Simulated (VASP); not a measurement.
# LiH (Fm-3m) in VASP: further runs

The runs below take LiH through single point, with PBE, LDA.

All numbers are computed with VASP 6.6.1; they aren't measurements. Logs are shortened: lines on timing, memory, paths and dates and some standing lists are left out, and cuts for length are marked.

## Step 1: The cell of the first run

It takes space group Fm-3m (No. 225, cubic). Conventional cell: a = 4.010 Å, b = 4.010 Å, c = 4.010 Å, α = 90.00°, β = 90.00°, γ = 90.00°. Li (site symmetry m-3m) has 6 H at 2.01 Å within 2.7 Å. H (site symmetry m-3m) has 6 Li at 2.01 Å within 2.7 Å.

## Step 2: Single point, PBE (volume scaled by 0.96)

Contents of INCAR:

```
PREC     = Accurate       # precision mode
ENCUT    = 520            # plane-wave cutoff, eV
EDIFF    = 1E-6           # SCF threshold, eV
ISMEAR   = -1             # smearing method
SIGMA    = 0.03           # smearing width, eV
LREAL    = False          # projectors in reciprocal space
LASPH    = True           # aspherical terms in the spheres
NELM     = 80             # most SCF steps
ALGO     = Normal         # electronic algorithm
ISIF     = 2              # what is computed and relaxed
LWAVE    = False          # write WAVECAR
LCHARG   = False          # write CHGCAR
GGA      = PE             # functional
NBANDS   = 9              # bands
```

Contents of KPOINTS:

```
Automatic mesh
0
Gamma
  11 11 11
```

Contents of POSCAR:

```
LiH
1.0
    0.0000000000      2.0050304164      2.0050304164
    2.0050304164      0.0000000000      2.0050304164
    2.0050304164      2.0050304164      0.0000000000
Li H
1 1
Direct
    0.0000000000      0.0000000000      0.0000000000
    0.5000000000      0.5000000000      0.5000000000
```

Potentials or basis: VASP PAW PBE potentials, release 64 (Li_sv, H).

Command:

```bash
$ cat potpaw_PBE.64/Li_sv/POTCAR potpaw_PBE.64/H/POTCAR > POTCAR
$ mpirun -np 1 vasp_std > vasp.out
```

OUTCAR:

```text
PREC = Accurate
   ENCUT = 520
   EDIFF = 1E-6
   ISMEAR = -1
   LREAL = False
   LASPH = True
   NELM = 80
   ISIF = 2
   GGA = PE

 ion  position               nearest neighbor table
   1  0.000  0.000  0.000-
   2  0.500  0.500  0.500-

  LATTYP: Found a face centered cubic cell.
 ALAT       =     4.0100608328

  Lattice vectors:

 A1 = (   0.0000000000,   2.0050304164,   2.0050304164)
 A2 = (   2.0050304164,   0.0000000000,   2.0050304164)
 A3 = (   2.0050304164,   2.0050304164,   0.0000000000)

Analysis of symmetry for initial positions (statically):
=====================================================================
 Subroutine PRICEL returns:
 Original cell was already a primitive cell.

 Routine SETGRP: Setting up the symmetry group for a
 face centered cubic supercell.

 Subroutine GETGRP returns: Found 48 space group operations
 (whereof 48 operations were pure point group operations)
 out of a pool of 48 trial point group operations.

The static configuration has the point symmetry O_h .

Analysis of symmetry for dynamics (positions and initial velocities):
=====================================================================
 Subroutine PRICEL returns:
 Original cell was already a primitive cell.

 Routine SETGRP: Setting up the symmetry group for a
 face centered cubic supercell.

 Subroutine GETGRP returns: Found 48 space group operations
 (whereof 48 operations were pure point group operations)
 out of a pool of 48 trial point group operations.

The dynamic configuration has the point symmetry O_h .

 Subroutine INISYM returns: Found 48 space group operations
 (whereof 48 operations are pure point group operations),
 and found     1 'primitive' translations

----------------------------------------------------------------------------------------

                                     Primitive cell

  volume of cell :      16.1210

  direct lattice vectors                    reciprocal lattice vectors
     0.000000000  2.005030416  2.005030416    -0.249372776  0.249372776  0.249372776
     2.005030416  0.000000000  2.005030416     0.249372776 -0.249372776  0.249372776
     2.005030416  2.005030416  0.000000000     0.249372776  0.249372776 -0.249372776

  length of vectors
     2.835541208  2.835541208  2.835541208     0.431926317  0.431926317  0.431926317

  position of ions in fractional coordinates (direct lattice)
     0.000000000  0.000000000  0.000000000
[... 77 lines left out ...]
   NELM   =     80;   NELMIN=  2; NELMDL= -5     # of ELM steps
   EDIFF  = 0.1E-05   stopping-criterion for ELM
   LREAL  =      F    real-space projection
   EDIFFG = 0.1E-04   stopping-criterion for IOM
   NSW    =      0    number of steps for IOM
   IBRION =     -1    ionic relax: 0-MD 1-quasi-New 2-CG
   NFREE  =      0    steps in history (QN), initial steepest desc. (CG)
   ISIF   =      2    stress and relaxation
   ISYM   =      2    0-nonsym 1-usesym 2-fastsym
   POTIM  = 0.5000    time-step for ionic-motion
   TEBEG  =    0.0;   TEEND  =   0.0 temperature during run
   PSTRESS=    0.0 pullay stress
   NELECT =       4.0000    total number of electrons
   NUPDOWN=      -1.0000    fix difference up-down
   EMIN   =  10.00;   EMAX   =-10.00  energy-range for DOS
   EFERMI =   0.00;   METHOD = LEGACY
   ISMEAR =    -1;   SIGMA  =   0.03  broadening in eV -4-tet -1-fermi 0-gaus
   EFERMI_NEDOS =   21; number of points for ismear=-14 and -15
   IALGO  =     38    algorithm
   IMIX   =      4    mixing-type and parameters
     AMIX     =   0.40;   BMIX     =  1.00
     AMIX_MAG =   1.60;   BMIX_MAG =  1.00
  volume/ion in A,a.u.               =       8.06        54.40
  Fermi-wavevector in a.u.,A,eV,Ry     =   1.028720  1.943999 14.398568  1.058265
  Thomas-Fermi vector in A             =   2.162731
   LORBIT       =      0    0 simple, 1 ext, 2 COOP (PROOUT), +10 PAW based schemes
   GGA     = PE    functional components
   LHFCALC =     F    Hartree Fock is set to
   AEXX    =    0.0000 exact exchange contribution
   IVDW    =     0    specifies the selected vdW correction
   LEPSILON=     F    determine dielectric tensor
   LRPA    =     F    only Hartree local field effects (RPA)
 non-spin polarized calculation
  energy-cutoff  :      520.00
  volume of cell :       16.12
 maximum number of plane-waves:       444
 NGX is ok and might be reduce to    24
   NGX = 11   NGY = 11   NGZ = 11

 number of electron       3.9999995 magnetization

 Free energy of the ion-electron system (eV)
  ---------------------------------------------------
  ext. energy  EPLUGINS =         0.00000000
  ---------------------------------------------------
  free energy    TOTEN  =        -6.12704947 eV

  energy without entropy =       -6.12704947  energy(sigma->0) =       -6.12704947

 E-fermi :   0.6463     XC(G=0):  -8.5079

 val. band max:        0.0421376475   @ k =  -0.4545   0.4545   0.0000
 cond. band min:       3.2177909261   @ k =  -0.4545   0.4545   0.0000
 fundamental gap:      3.1756532786
 Fermi energy:         0.6462967258

 k-point     1 :       0.0000    0.0000    0.0000
  band No.  band energies     occupation
      1     -44.2058      2.00000
      2      -5.3429      2.00000
      3      16.1669      0.00000
      4      17.9653      0.00000
      5      17.9653      0.00000
      6      17.9653      0.00000
      7      22.6787      0.00000
      8      22.6787      0.00000
      9      22.6787      0.00000
[... 265 lines left out ...]
 k-point    24 :      -0.1818    0.1818    0.0000
  band No.  band energies     occupation
      1     -44.1754      2.00000
      2      -3.8214      2.00000
      3      10.3375      0.00000
      4      10.4106      0.00000
      5      16.2323      0.00000
      6      17.7066      0.00000
      7      21.5921      0.00000
      8      23.4969      0.00000
      9      25.1486      0.00000

 [... further k-points ...]
[... 5 lines left out ...]
  --------------------------------------------------------------------------------------
  -------------------------------------------------------------------------------------
  Total       -0.0334768     -0.0334768     -0.0334768     -0.0000000      0.0000000     -0.0000000
  in kB       -3.3270725     -3.3270725     -3.3270725     -0.0000000      0.0000000     -0.0000000
  external PRESSURE =      -3.3270725 kB  Pullay stress =       0.0000000 kB

 VOLUME and BASIS-vectors are now :
 -----------------------------------------------------------------------------
  energy-cutoff  :      520.00
  volume of cell :       16.12
      direct lattice vectors                 reciprocal lattice vectors
     0.000000000  2.005030416  2.005030416    -0.249372776  0.249372776  0.249372776
     2.005030416  0.000000000  2.005030416     0.249372776 -0.249372776  0.249372776
     2.005030416  2.005030416  0.000000000     0.249372776  0.249372776 -0.249372776

 POSITION                                       TOTAL-FORCE (eV/Angst)
 -----------------------------------------------------------------------------------
      0.00000      0.00000      0.00000        -0.000000     -0.000000     -0.000000
      2.00503      2.00503      2.00503         0.000000      0.000000      0.000000
 -----------------------------------------------------------------------------------
    total drift:                                0.000000     -0.000000     -0.000000

  FREE ENERGIE OF THE ION-ELECTRON SYSTEM (eV)
  ---------------------------------------------------
  free  energy   TOTEN  =        -6.1270494714 eV

  energy  without entropy=       -6.1270494713  energy(sigma->0) =       -6.12704947
```

stdout:

```text
POSCAR found type information on POSCAR LiH
 POSCAR found :  2 types and       2 ions
 scaLAPACK will be used
 LDA part: xc-table for (Slater+PW92), standard interpolation
 POSCAR, INCAR and KPOINTS ok, starting setup
 FFT: planning ... GRIDC
 FFT: planning ... GRID_SOFT
 FFT: planning ... GRID
 WAVECAR not read
 entering main loop
```

Wall time 4.8 s (1 thread of Intel Xeon Platinum 8375C at 2.90GHz (Ice Lake), shared host); peak memory 0.13 GiB.

Results:

```
Free energy            : -6.1270 eV
Band gap on the k mesh : 3.18 eV, direct
```

Caveat: the cell differs from its parent crystal (volume scaled by 0.96); the cutoff is under 1.25 times the usual one of these potentials, so pressure, stress and relaxed cells hold a basis-set (Pulay) error. A k mesh can miss the band edges.

## Step 3: Single point, PBE (volume scaled by 0.98)

Contents of INCAR:

```
PREC = Accurate
ENCUT = 520
EDIFF = 1E-6
ISMEAR = -1
SIGMA = 0.03
LREAL = F
LASPH = T
NELM = 60
ALGO = Normal
ISIF = 2
LWAVE = F
LCHARG = T
GGA = PE
LELF = T
LVHAR = T
NBANDS = 9
```

Contents of KPOINTS:

```
regular mesh
0
Gamma
  11 11 11
```

Contents of POSCAR:

```
LiH
1.0
    0.0000000000      2.0188586494      2.0188586494
    2.0188586494      0.0000000000      2.0188586494
    2.0188586494      2.0188586494      0.0000000000
Li H
1 1
Direct
    0.0000000000      0.0000000000      0.0000000000
    0.5000000000      0.5000000000      0.5000000000
```

Potentials or basis: VASP PAW PBE potentials, release 64 (Li_sv, H).

Command:

```bash
$ cat potpaw_PBE.64/Li_sv/POTCAR potpaw_PBE.64/H/POTCAR > POTCAR
$ mpirun -np 1 vasp_std > vasp.out
```

OUTCAR:

```text
PREC = Accurate
   ENCUT = 520
   EDIFF = 1E-6
   ISMEAR = -1
   LREAL = F
   LASPH = T
   NELM = 60
   ISIF = 2
   GGA = PE

 ion  position               nearest neighbor table
   1  0.000  0.000  0.000-
   2  0.500  0.500  0.500-

  LATTYP: Found a face centered cubic cell.
 ALAT       =     4.0377172988

  Lattice vectors:

 A1 = (   0.0000000000,   2.0188586494,   2.0188586494)
[... 469 lines left out ...]
      8      23.1332      0.00000
      9      24.7726      0.00000

 [... further k-points ...]

------------------------ aborting loop because EDIFF is reached ----------------------------------------

  FORCE on cell =-STRESS in cart. coord.  units (eV):
  Direction    XX          YY          ZZ          XY          YZ          ZX
  --------------------------------------------------------------------------------------
  -------------------------------------------------------------------------------------
  Total       -0.1065822     -0.1065822     -0.1065822     -0.0000000     -0.0000000      0.0000000
  in kB      -10.3764167    -10.3764167    -10.3764167     -0.0000000     -0.0000000      0.0000000
  external PRESSURE =     -10.3764167 kB  Pullay stress =       0.0000000 kB

 VOLUME and BASIS-vectors are now :
 -----------------------------------------------------------------------------
  energy-cutoff  :      520.00
  volume of cell :       16.46
      direct lattice vectors                 reciprocal lattice vectors
     0.000000000  2.018858649  2.018858649    -0.247664689  0.247664689  0.247664689
     2.018858649  0.000000000  2.018858649     0.247664689 -0.247664689  0.247664689
     2.018858649  2.018858649  0.000000000     0.247664689  0.247664689 -0.247664689

 POSITION                                       TOTAL-FORCE (eV/Angst)
 -----------------------------------------------------------------------------------
      0.00000      0.00000      0.00000         0.000000      0.000000      0.000000
      2.01886      2.01886      2.01886        -0.000000     -0.000000     -0.000000
 -----------------------------------------------------------------------------------
    total drift:                                0.000000     -0.000000     -0.000000

  FREE ENERGIE OF THE ION-ELECTRON SYSTEM (eV)
  ---------------------------------------------------
  free  energy   TOTEN  =        -6.1261382250 eV

  energy  without entropy=       -6.1261382250  energy(sigma->0) =       -6.12613823
```

stdout:

```text
POSCAR found type information on POSCAR LiH
 POSCAR found :  2 types and       2 ions
 scaLAPACK will be used
 LDA part: xc-table for (Slater+PW92), standard interpolation
 POSCAR, INCAR and KPOINTS ok, starting setup
 FFT: planning ... GRIDC
 FFT: planning ... GRID_SOFT
 FFT: planning ... GRID
 WAVECAR not read
 entering main loop
```

Run time: 5.6 s. Hardware: 1 thread of Intel Xeon Platinum 8375C at 2.90GHz (Ice Lake), shared host; peak memory 0.13 GiB.

What came out:

```
Free energy            : -6.1261 eV
Band gap on the k mesh : 3.19 eV, direct
```

Caveat: the cell differs from its parent crystal (volume scaled by 0.98); the cutoff is under 1.25 times the usual one of these potentials, so pressure, stress and relaxed cells hold a basis-set (Pulay) error. A k mesh can miss the band edges.

## Step 4: Single point, PBE (volume scaled by 1.02)

Contents of INCAR:

```
SYSTEM = LiH
PREC = Accurate ; ENCUT = 520
EDIFF = 1E-7 ; ISMEAR = -1
SIGMA = 0.03 ; LREAL = .False.
LASPH = .True. ; NELM = 100
ALGO = Normal ; ISIF = 2
LWAVE = .False. ; LCHARG = .False.
GGA = PE ; NBANDS = 9
```

Contents of KPOINTS:

```
Automatic mesh
0
Gamma
  11 11 11
  0 0 0
```

Contents of POSCAR:

```
LiH
1.0
    0.0000000000      2.0459606572      2.0459606572
    2.0459606572      0.0000000000      2.0459606572
    2.0459606572      2.0459606572      0.0000000000
Li H
1 1
Direct
    0.0000000000      0.0000000000      0.0000000000
    0.5000000000      0.5000000000      0.5000000000
```

Command:

```bash
$ cat potpaw_PBE.64/Li_sv/POTCAR potpaw_PBE.64/H/POTCAR > POTCAR
$ mpirun -np 1 vasp_std > vasp.out
```

Run time: 6.5 s. Hardware: 1 thread of Intel Xeon Platinum 8375C at 2.90GHz (Ice Lake), shared host; peak memory 0.13 GiB.

Results (log left out):

- Free energy: -6.1201 eV
- Band gap on the k mesh: 3.21 eV, direct

Levels at points of the mesh, in eV from the valence-band top:
| k point | band 1 | band 2 | band 3 | band 4 | band 5 | band 6 |
| --- | --- | --- | --- | --- | --- | --- |
| (0.00, 0.00, 0.00) | -44.32 | -5.16 | 15.34 | 17.31 | 17.31 | 17.31 |

Caveat: the cell differs from its parent crystal (volume scaled by 1.02); the cutoff is under 1.25 times the usual one of these potentials, so pressure, stress and relaxed cells hold a basis-set (Pulay) error. A k mesh can miss the band edges.

## Step 5: Single point, PBE (volume scaled by 1.04)

Contents of INCAR:

```
PREC = Accurate
ENCUT = 520
EDIFF = 1E-6
ISMEAR = -1
SIGMA = 0.03
LREAL = F
LASPH = T
NELM = 100
ALGO = Normal
ISIF = 2
LWAVE = F
LCHARG = F
GGA = PE
NBANDS = 9
```

Contents of KPOINTS:

```
regular mesh
0
Gamma
  11 11 11
```

Contents of POSCAR:

```
LiH
1.0
    0.0000000000      2.0592464883      2.0592464883
    2.0592464883      0.0000000000      2.0592464883
    2.0592464883      2.0592464883      0.0000000000
Li H
1 1
Direct
    0.0000000000      0.0000000000      0.0000000000
    0.5000000000      0.5000000000      0.5000000000
```

Command:

```bash
$ cat potpaw_PBE.64/Li_sv/POTCAR potpaw_PBE.64/H/POTCAR > POTCAR
$ mpirun -np 1 vasp_std > vasp.out
```

Run time: 5.2 s. Hardware: 1 thread of Intel Xeon Platinum 8375C at 2.90GHz (Ice Lake), shared host; peak memory 0.13 GiB.

Results (log left out):

| Quantity | Value |
| --- | --- |
| Free energy | -6.1153 eV |
| Band gap on the k mesh | 3.21 eV, direct |

Levels at points of the mesh, in eV from the valence-band top:
| k point | band 1 | band 2 | band 3 | band 4 | band 5 | band 6 |
| --- | --- | --- | --- | --- | --- | --- |
| (0.00, 0.00, 0.00) | -44.34 | -5.09 | 15.11 | 17.12 | 17.12 | 17.12 |

Caveat: the cell differs from its parent crystal (volume scaled by 1.04); the cutoff is under 1.25 times the usual one of these potentials, so pressure, stress and relaxed cells hold a basis-set (Pulay) error.

## Step 6: Single point, LDA

This run uses another cell than the first one, of 8.40 Å³/atom, 1.042 times its volume.

Contents of INCAR:

```
SYSTEM = LiH
  PREC = Accurate
  ENCUT = 520
  EDIFF = 1E-7
  ISMEAR = -1
  SIGMA = 0.03
  LREAL = .FALSE.
  LASPH = .TRUE.
  NELM = 80
  ALGO = Normal
  ISIF = 2
  LWAVE = .FALSE.
  LCHARG = .TRUE.
  LELF = .TRUE.
  LVHAR = .TRUE.
  NBANDS = 9
```

Contents of KPOINTS:

```
Automatic mesh
0
G
  11 11 11
  0 0 0
```

Contents of POSCAR:

```
LiH
1.0
    0.0000000000      2.0325000000      2.0325000000
    2.0325000000      0.0000000000      2.0325000000
    2.0325000000      2.0325000000      0.0000000000
Li H
1 1
Direct
    0.0000000000      0.0000000000      0.0000000000
    0.5000000000      0.5000000000      0.5000000000
```

Potentials or basis: VASP PAW LDA potentials, release 64 (Li_sv, H).

Command:

```bash
$ cat potpaw_LDA.64/Li_sv/POTCAR potpaw_LDA.64/H/POTCAR > POTCAR
$ mpirun -np 1 vasp_std > vasp.out
```

It took 6.2 s on 1 thread of Intel Xeon 6975P-C, shared host; peak memory 0.12 GiB.

Results (log left out):

```
Free energy            : -6.4720 eV
Band gap on the k mesh : 2.84 eV, direct
```

Levels at points of the mesh, in eV from the valence-band top:
| k point | band 1 | band 2 | band 3 | band 4 | band 5 | band 6 | band 7 |
| --- | --- | --- | --- | --- | --- | --- | --- |
| (0.00, 0.00, 0.00) | -43.46 | -5.35 | 15.63 | 17.04 | 17.04 | 17.04 | 21.79 |

Caveat: the cutoff is under 1.25 times the usual one of these potentials, so pressure, stress and relaxed cells hold a basis-set (Pulay) error. A k mesh can miss the band edges.

## Step 7: Overview

```csv
level,potentials or basis,cell,gap on the mesh (eV)
PBE,"VASP PAW PBE potentials, release 64 (Li_sv, H)","a = 2.836 Å, angles 60.0°, 2 atoms",3.18
PBE,"VASP PAW PBE potentials, release 64 (Li_sv, H)","a = 2.855 Å, angles 60.0°, 2 atoms",3.19
PBE,"VASP PAW PBE potentials, release 64 (Li_sv, H)","a = 2.893 Å, angles 60.0°, 2 atoms",3.21
PBE,"VASP PAW PBE potentials, release 64 (Li_sv, H)","a = 2.912 Å, angles 60.0°, 2 atoms",3.21
LDA,"VASP PAW LDA potentials, release 64 (Li_sv, H)","a = 2.874 Å, angles 60.0°, 2 atoms",2.84
```

Alike in all rows: task single point; no spin polarisation; k mesh 11 × 11 × 11; cutoff (eV) 520; smearing fermi-dirac 0.03 eV.

Caveats: the cutoff is under 1.25 times the usual one of these potentials, so pressure, stress and relaxed cells hold a basis-set (Pulay) error.

Total energies depend on the potentials used, so only differences within one code and one set of settings carry meaning.
